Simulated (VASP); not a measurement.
# ScAl7N8 (P3m1) in VASP: notebook

ScAl7N8 is run at these levels: PBEsol; tasks: single point, relaxation of cell and atoms.

Everything below comes from runs of VASP 6.6.1. Logs are shortened: lines on timing, memory, paths and dates and some standing lists are left out, and cuts for length are marked.

### Step 1. The cell of the first run

It takes space group P3m1 (No. 156, trigonal). Conventional cell: a = 6.350 Å, b = 6.350 Å, c = 5.080 Å, α = 90.00°, β = 90.00°, γ = 120.00°. Within 2.6 Å of Sc (site symmetry 3m) lie 4 N at 1.93 Å. Al (site symmetry m) has 4 N at 1.93 Å within 2.6 Å. Within 2.6 Å of Al (site symmetry m) lie 4 N at 1.93 Å. Within 2.6 Å of Al (site symmetry 3m) lie 4 N at 1.93 Å. Within 2.6 Å of N (site symmetry 3m) lie 1 Sc at 1.93 Å and 3 Al at 1.93 Å. N (site symmetry m) has 4 Al at 1.93 Å within 2.6 Å. N (site symmetry m) has 3 Al at 1.93 Å and 1 Sc at 1.93 Å within 2.6 Å. N (site symmetry 3m) has 4 Al at 1.93 Å within 2.6 Å.

### Step 2. Single point, PBEsol

INCAR

```
PREC = Accurate
ENCUT = 520
EDIFF = 1E-6
ISMEAR = 0
SIGMA = 0.1
LREAL = Auto
LASPH = True
NELM = 80
ALGO = Normal
ISIF = 2
LWAVE = False
LCHARG = False
GGA = PS
NBANDS = 50
```

KPOINTS

```
Automatic mesh
0
Gamma
  4 3 3
```

POSCAR

```
ScAl7N8
1.0
    0.0000000000      0.0000000000     -5.0799619200
    3.1748487200      5.4989992800      0.0000000000
    3.1748487200     -5.4989992800      0.0000000000
Sc Al N
1 7 8
Direct
    0.0000000000      0.1666666700      0.3333333300
    0.0000000000      0.1666666700      0.8333333300
    0.0000000000      0.6666666700      0.3333333300
    0.0000000000      0.6666666700      0.8333333300
    0.5000000000      0.3333333300      0.6666666700
    0.5000000000      0.3333333300      0.1666666700
    0.5000000000      0.8333333300      0.6666666700
    0.5000000000      0.8333333300      0.1666666700
    0.6200000000      0.1666666700      0.3333333300
    0.6200000000      0.1666666700      0.8333333300
    0.6200000000      0.6666666700      0.3333333300
    0.6200000000      0.6666666700      0.8333333300
    0.1200000000      0.3333333300      0.6666666700
    0.1200000000      0.3333333300      0.1666666700
    0.1200000000      0.8333333300      0.6666666700
    0.1200000000      0.8333333300      0.1666666700
```

Potentials or basis: VASP PAW PBE potentials, release 64 (Sc_sv, Al, N).

Launch:

```
$ cat potpaw_PBE.64/Sc_sv/POTCAR potpaw_PBE.64/Al/POTCAR potpaw_PBE.64/N/POTCAR > POTCAR
$ mpirun -np 1 vasp_std > vasp.out
```

OUTCAR:

```text
PREC = Accurate
   ENCUT = 520
   EDIFF = 1E-6
   ISMEAR = 0
   LREAL = Auto
   LASPH = True
   NELM = 80
   ISIF = 2
   GGA = PS

 ion  position               nearest neighbor table
   1  0.000  0.167  0.333-   9 1.93  14 1.93  13 1.93  16 1.93   6 3.13   6 3.13   8 3.13   5 3.13
                             5 3.13   8 3.13   3 3.17   3 3.17   2 3.17   2 3.17   4 3.17   4 3.17
   2  0.000  0.167  0.833-  10 1.93  13 1.93  14 1.93  15 1.93   5 3.13   5 3.13   7 3.13   6 3.13
                             6 3.13   7 3.13   4 3.17   4 3.17   1 3.17   1 3.17   3 3.17   3 3.17
   3  0.000  0.667  0.333-  11 1.93  16 1.93  15 1.93  14 1.93   8 3.13   8 3.13   6 3.13   6 3.13
                             7 3.13   7 3.13   1 3.17   4 3.17   1 3.17   4 3.17   2 3.17   2 3.17
   4  0.000  0.667  0.833-  12 1.93  15 1.93  13 1.93  16 1.93   7 3.13   7 3.13   8 3.13   5 3.13
                             5 3.13   8 3.13   2 3.17   3 3.17   2 3.17   3 3.17   1 3.17   1 3.17
   5  0.500  0.333  0.667-  13 1.93  10 1.93  12 1.93   9 1.93   2 3.13   2 3.13   4 3.13   1 3.13
                             1 3.13   4 3.13   7 3.17   6 3.17   7 3.17   6 3.17   8 3.17   8 3.17
   6  0.500  0.333  0.167-  14 1.93   9 1.93  11 1.93  10 1.93   1 3.13   1 3.13   3 3.13   2 3.13
                             2 3.13   3 3.13   8 3.17   5 3.17   8 3.17   5 3.17   7 3.17   7 3.17
   7  0.500  0.833  0.667-  15 1.93  12 1.93  10 1.93  11 1.93   4 3.13   4 3.13   2 3.13   2 3.13
                             3 3.13   3 3.13   5 3.17   5 3.17   8 3.17   8 3.17   6 3.17   6 3.17
   8  0.500  0.833  0.167-  16 1.93  11 1.93  12 1.93   9 1.93   3 3.13   3 3.13   4 3.13   1 3.13
                             1 3.13   4 3.13   6 3.17   6 3.17   7 3.17   7 3.17   5 3.17   5 3.17
   9  0.620  0.167  0.333-   1 1.93   6 1.93   5 1.93   8 1.93
  10  0.620  0.167  0.833-   2 1.93   5 1.93   6 1.93   7 1.93
  11  0.620  0.667  0.333-   3 1.93   8 1.93   7 1.93   6 1.93
  12  0.620  0.667  0.833-   4 1.93   7 1.93   5 1.93   8 1.93
  13  0.120  0.333  0.667-   5 1.93   2 1.93   4 1.93   1 1.93
  14  0.120  0.333  0.167-   6 1.93   1 1.93   3 1.93   2 1.93
  15  0.120  0.833  0.667-   7 1.93   4 1.93   2 1.93   3 1.93
  16  0.120  0.833  0.167-   8 1.93   3 1.93   4 1.93   1 1.93

  LATTYP: Found a hexagonal cell.
 ALAT       =     6.3496974319
 C/A-ratio  =     0.8000321235

  Lattice vectors:

 A1 = (   3.1748487200,   5.4989992800,   0.0000000000)
 A2 = (   3.1748487200,  -5.4989992800,   0.0000000000)
 A3 = (   0.0000000000,   0.0000000000,  -5.0799619200)

Analysis of symmetry for initial positions (statically):
=====================================================================
 Subroutine PRICEL returns:
 Original cell was already a primitive cell.

 Routine SETGRP: Setting up the symmetry group for a
 hexagonal supercell.

 Subroutine GETGRP returns: Found  6 space group operations
 (whereof  2 operations were pure point group operations)
 out of a pool of 24 trial point group operations.

The static configuration has the point symmetry C_1h.
 The point group associated with its full space group is C_3v.

Analysis of symmetry for dynamics (positions and initial velocities):
=====================================================================
 Subroutine PRICEL returns:
 Original cell was already a primitive cell.

 Routine SETGRP: Setting up the symmetry group for a
 hexagonal supercell.

 Subroutine GETGRP returns: Found  6 space group operations
 (whereof  2 operations were pure point group operations)
 out of a pool of 24 trial point group operations.

The dynamic configuration has the point symmetry C_1h.
 The point group associated with its full space group is C_3v.

 Subroutine INISYM returns: Found  6 space group operations
 (whereof  2 operations are pure point group operations),
 and found     1 'primitive' translations

----------------------------------------------------------------------------------------

                                     Primitive cell

  volume of cell :     177.3769

  direct lattice vectors                    reciprocal lattice vectors
     0.000000000  0.000000000 -5.079961920     0.000000000  0.000000000 -0.196851869
     3.174848720  5.498999280  0.000000000     0.157487819  0.090925635  0.000000000
     3.174848720 -5.498999280  0.000000000     0.157487819 -0.090925635  0.000000000

  length of vectors
     5.079961920  6.349697432  6.349697432     0.196851869  0.181851269  0.181851269

  position of ions in fractional coordinates (direct lattice)
     0.000000000  0.166666670  0.333333330
     0.000000000  0.166666670  0.833333330
     0.000000000  0.666666670  0.333333330
     0.000000000  0.666666670  0.833333330
     0.500000000  0.333333330  0.666666670
     0.500000000  0.333333330  0.166666670
[... 8 lines left out ...]
     0.120000000  0.833333330  0.666666670
     0.120000000  0.833333330  0.166666670

  ion indices of the primitive-cell ions
   primitive index   ion index
                 1           1
                 2           2
                 3           3
                 4           4
                 5           5
                 6           6
[... 8 lines left out ...]
                15          15
                16          16

----------------------------------------------------------------------------------------

 KPOINTS: Automatic mesh

Automatic generation of k-mesh.
 Grid dimensions read from file:
 generate k-points for:    4    3    3

 Generating k-lattice:

  Cartesian coordinates                     Fractional coordinates (reciprocal lattice)
     0.000000000  0.000000000 -0.049212967     0.250000000  0.000000000  0.000000000
     0.052495940  0.030308545  0.000000000     0.000000000  0.333333333  0.000000000
     0.052495940 -0.030308545  0.000000000     0.000000000  0.000000000  0.333333333

  Length of vectors
     0.049212967  0.060617090  0.060617090

  Shift w.r.t. Gamma in fractional coordinates (k-lattice)
     0.000000000  0.000000000  0.000000000

 Subroutine IBZKPT returns following result:
 ===========================================

 Found     10 irreducible k-points:

 Following reciprocal coordinates:
            Coordinates               Weight
  0.000000  0.000000  0.000000      1.000000
  0.250000  0.000000  0.000000      2.000000
  0.500000  0.000000  0.000000      1.000000
  0.000000  0.333333 -0.000000      6.000000
  0.250000  0.333333 -0.000000      6.000000
  0.250000 -0.000000  0.333333      6.000000
  0.500000  0.333333 -0.000000      6.000000
  0.000000  0.333333  0.333333      2.000000
  0.250000  0.333333  0.333333      4.000000
  0.500000  0.333333  0.333333      2.000000
   k-points           NKPTS =     10   k-points in BZ     NKDIM =     10   number of bands    NBANDS=     50
   number of dos      NEDOS =    301   number of ions     NIONS =     16
   total plane-waves  NPLWV =  92160
   dimension x,y,z NGX =    40 NGY =   48 NGZ =   48
   dimension x,y,z NGXF=    80 NGYF=   96 NGZF=   96
   ions per type =               1   7   8
   NGX,Y,Z   is equivalent  to a cutoff of  13.09, 12.57, 12.57 a.u.
   NGXF,Y,Z  is equivalent  to a cutoff of  26.18, 25.13, 25.13 a.u.
 SYSTEM =  unknown system
   PREC   = accura    normal or accurate (medium, high low for compatibility)
   ISTART =      0    job   : 0-new  1-cont  2-samecut
   ICHARG =      2    charge: 1-file 2-atom 10-const
   ISPIN  =      1    spin polarized calculation?
   LNONCOLLINEAR =      F non collinear calculations
   LSORBIT =      F    spin-orbit coupling
   LASPH  =      T    aspherical Exc in radial PAW
   ENCUT  =  520.0 eV  38.22 Ry    6.18 a.u.   9.45 11.81 11.81*2*pi/ulx,y,z
   NELM   =     80;   NELMIN=  2; NELMDL= -5     # of ELM steps
   EDIFF  = 0.1E-05   stopping-criterion for ELM
   LREAL  =      T    real-space projection
   EDIFFG = 0.1E-04   stopping-criterion for IOM
   NSW    =      0    number of steps for IOM
   IBRION =     -1    ionic relax: 0-MD 1-quasi-New 2-CG
   NFREE  =      0    steps in history (QN), initial steepest desc. (CG)
   ISIF   =      2    stress and relaxation
   ISYM   =      2    0-nonsym 1-usesym 2-fastsym
   POTIM  = 0.5000    time-step for ionic-motion
   TEBEG  =    0.0;   TEEND  =   0.0 temperature during run
   PSTRESS=    0.0 pullay stress
   NELECT =      72.0000    total number of electrons
   NUPDOWN=      -1.0000    fix difference up-down
   EMIN   =  10.00;   EMAX   =-10.00  energy-range for DOS
   EFERMI =   0.00;   METHOD = LEGACY
   ISMEAR =     0;   SIGMA  =   0.10  broadening in eV -4-tet -1-fermi 0-gaus
   EFERMI_NEDOS =   21; number of points for ismear=-14 and -15
   IALGO  =     38    algorithm
   IMIX   =      4    mixing-type and parameters
     AMIX     =   0.40;   BMIX     =  1.00
     AMIX_MAG =   1.60;   BMIX_MAG =  1.00
  volume/ion in A,a.u.               =      11.09        74.81
  Fermi-wavevector in a.u.,A,eV,Ry     =   1.212141  2.290615 19.990860  1.469287
  Thomas-Fermi vector in A             =   2.347635
   LORBIT       =      0    0 simple, 1 ext, 2 COOP (PROOUT), +10 PAW based schemes
   GGA     = PS    functional components
   LHFCALC =     F    Hartree Fock is set to
   AEXX    =    0.0000 exact exchange contribution
   IVDW    =     0    specifies the selected vdW correction
   LEPSILON=     F    determine dielectric tensor
   LRPA    =     F    only Hartree local field effects (RPA)
 non-spin polarized calculation
 Gauss-broadening in eV      SIGMA  =   0.10
  energy-cutoff  :      520.00
  volume of cell :      177.38
 maximum number of plane-waves:      4789
 NGX is ok and might be reduce to    40
   NGX = 19   NGY = 23   NGZ = 23

 number of electron      72.0000008 magnetization

 Free energy of the ion-electron system (eV)
  ---------------------------------------------------
  ext. energy  EPLUGINS =         0.00000000
  ---------------------------------------------------
  free energy    TOTEN  =      -126.85551350 eV

  energy without entropy =     -126.85551350  energy(sigma->0) =     -126.85551350

 E-fermi :   5.6776     XC(G=0): -10.9861

 val. band max:        5.1543073697   @ k =   0.5000   0.3333   0.3333
 cond. band min:       9.0631323671   @ k =   0.0000   0.0000   0.0000
 fundamental gap:      3.9088249974
 Fermi energy:         5.6775877579

 k-point     1 :       0.0000    0.0000    0.0000
  band No.  band energies     occupation
      1     -40.1611      2.00000
      2     -19.2582      2.00000
      3     -19.2582      2.00000
      4     -19.2568      2.00000
      5      -9.2794      2.00000
      6      -7.5144      2.00000
[... 40 lines left out ...]
     47      13.2160      0.00000
     48      13.2160      0.00000

 k-point     2 :       0.2500    0.0000    0.0000
  band No.  band energies     occupation
      1     -40.1611      2.00000
      2     -19.2630      2.00000
      3     -19.2578      2.00000
      4     -19.2578      2.00000
      5      -9.0541      2.00000
      6      -7.6985      2.00000
[... 40 lines left out ...]
     47      13.0205      0.00000
     48      14.0731      0.00000

 k-point     3 :       0.5000    0.0000    0.0000
  band No.  band energies     occupation
      1     -40.1610      2.00000
      2     -19.2692      2.00000
      3     -19.2574      2.00000
      4     -19.2574      2.00000
      5      -8.5529      2.00000
      6      -8.3114      2.00000
[... 346 lines left out ...]
     47      12.9278      0.00000
     48      13.2417      0.00000

 k-point    10 :       0.5000    0.3333    0.3333
  band No.  band energies     occupation
      1     -40.1610      2.00000
      2     -19.2690      2.00000
      3     -19.2587      2.00000
      4     -19.2581      2.00000
      5      -7.9091      2.00000
      6      -7.9044      2.00000
[... 40 lines left out ...]
     47      12.8773      0.00000
     48      13.0308      0.00000
 [bands above 48 left out]

------------------------ aborting loop because EDIFF is reached ----------------------------------------

  FORCE on cell =-STRESS in cart. coord.  units (eV):
  Direction    XX          YY          ZZ          XY          YZ          ZX
  --------------------------------------------------------------------------------------
  -------------------------------------------------------------------------------------
  Total       -1.6309205     -1.6309205     -1.5980626      0.0000000      0.0000000      0.0000000
  in kB      -14.7314751    -14.7314750    -14.4346818      0.0000000      0.0000000      0.0000000
  external PRESSURE =     -14.6325439 kB  Pullay stress =       0.0000000 kB

 VOLUME and BASIS-vectors are now :
 -----------------------------------------------------------------------------
  energy-cutoff  :      520.00
  volume of cell :      177.38
      direct lattice vectors                 reciprocal lattice vectors
     0.000000000  0.000000000 -5.079961920     0.000000000  0.000000000 -0.196851869
     3.174848720  5.498999280  0.000000000     0.157487819  0.090925635  0.000000000
     3.174848720 -5.498999280  0.000000000     0.157487819 -0.090925635  0.000000000

 POSITION                                       TOTAL-FORCE (eV/Angst)
 -----------------------------------------------------------------------------------
      1.58742     -0.91650      0.00000         0.000000      0.000000     -0.651386
      3.17485     -3.66600      0.00000         0.212297      0.122570     -0.227282
      3.17485      1.83300      0.00000        -0.212297      0.122570     -0.227282
      4.76227     -0.91650      0.00000         0.000000     -0.245139     -0.227282
      3.17485     -1.83300     -2.53998         0.178209     -0.102889      0.087949
      1.58742      0.91650     -2.53998         0.000000      0.205778      0.087949
[... 8 lines left out ...]
      4.76227      0.91650     -0.60960        -0.000000      0.000000      0.094690
      3.17485      3.66600     -0.60960        -2.667714     -1.540205     -0.839404
 -----------------------------------------------------------------------------------
    total drift:                                0.000017      0.000081     -0.015341

  FREE ENERGIE OF THE ION-ELECTRON SYSTEM (eV)
  ---------------------------------------------------
  free  energy   TOTEN  =      -126.8555134977 eV

  energy  without entropy=     -126.8555134977  energy(sigma->0) =     -126.85551350
```

It took 1.8 min on 1 thread of AMD EPYC 9R45 (Zen 5), shared host; peak memory 0.28 GiB.

Results:

```yaml
Free_energy: -126.8555 eV
Pressure: -1.5 GPa
Largest_force: 3.403 eV/Å
Band_gap_on_the_k_mesh: 3.91 eV, indirect (least direct gap 4.01 eV)
```

Forces in eV/Å, atoms in the order of the input:
```
Sc   0.000  0.000 -0.651
Al   0.212  0.123 -0.227
Al  -0.212  0.123 -0.227
Al   0.000 -0.245 -0.227
Al   0.178 -0.103  0.088
Al   0.000  0.206  0.088
Al   0.000  0.000 -0.095
Al  -0.178 -0.103  0.088
N    0.000  0.000  3.403
N   -0.059 -0.034  0.062
N    0.059 -0.034  0.062
N    0.000  0.068  0.062
N    2.668 -1.540 -0.839
N    0.000  3.080 -0.839
N    0.000  0.000  0.095
N   -2.668 -1.540 -0.839
```

Levels at points of the mesh, in eV from the valence-band top:
| k point | band 32 | band 33 | band 34 | band 35 | band 36 | band 37 | band 38 | band 39 | band 40 | band 41 |
| --- | --- | --- | --- | --- | --- | --- | --- | --- | --- | --- |
| (0.00, 0.00, 0.00) | -0.40 | -0.40 | -0.12 | -0.12 | -0.10 | 3.91 | 4.94 | 5.10 | 5.10 | 5.46 |
| (0.50, 0.00, 0.00) | -0.59 | -0.53 | -0.53 | -0.17 | -0.17 | 4.97 | 4.97 | 5.13 | 5.13 | 5.31 |

Caveat: the PAW data sets were made with another functional, which shifts forces and pressure a little. A k mesh can miss the band edges.

(Part 1 of 3 ends here.)
